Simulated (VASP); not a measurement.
Write the native input for VASP 6.6.1 that does the following.

- Task: single point
- Functional: PBEsol
- Potentials or basis: VASP PAW PBE potentials, release 64 (W_sv, Te)
- Cutoff: 520 eV
- k mesh: 14 × 14 × 14
- Occupations: gaussian, width 0.1 eV
- Spin: no spin polarisation
- Dipole correction: no
- Further INCAR settings: ALGO = Normal; EDIFF = 1e-06; NBANDS = 17

The structure of TeW lies in POSCAR:

```
TeW
1.0
    0.0000000000      2.7828287133      2.7828287133
    2.7828287133      0.0000000000      2.7828287133
    2.7828287133      2.7828287133      0.0000000000
W Te
1 1
Direct
    0.0000000000      0.0000000000      0.0000000000
    0.5000000000      0.5000000000      0.5000000000
```

These files were run (other wordings do the same):

INCAR

```
PREC = Accurate ; ENCUT = 520
EDIFF = 1E-6 ; ISMEAR = 0
SIGMA = 0.1 ; LREAL = F
LASPH = T ; NELM = 80
ALGO = Normal ; ISIF = 2
LWAVE = F ; LCHARG = F
GGA = PS ; NBANDS = 17
```

KPOINTS

```
regular mesh
0
Gamma
  14 14 14
```

Potentials or basis: VASP PAW PBE potentials, release 64 (W_sv, Te).

Launch:

```bash
$ cat potpaw_PBE.64/W_sv/POTCAR potpaw_PBE.64/Te/POTCAR > POTCAR
$ mpirun -np 1 vasp_std > vasp.out
```

It gave:

```json
{"Pressure": "-2.9 GPa", "Band gap on the k mesh": "zero (bands 10 and 11 overlap by 1.65 eV)"}
```

Caveat: the PAW data sets were made with another functional, which shifts forces and pressure a little; spin-orbit coupling is left out, which moves the levels of the heavy elements.

Wall time 28 s on 1 thread of Intel(R) Xeon(R) 6975P-C (Granite Rapids), on a shared host, peak memory 0.22 GiB.
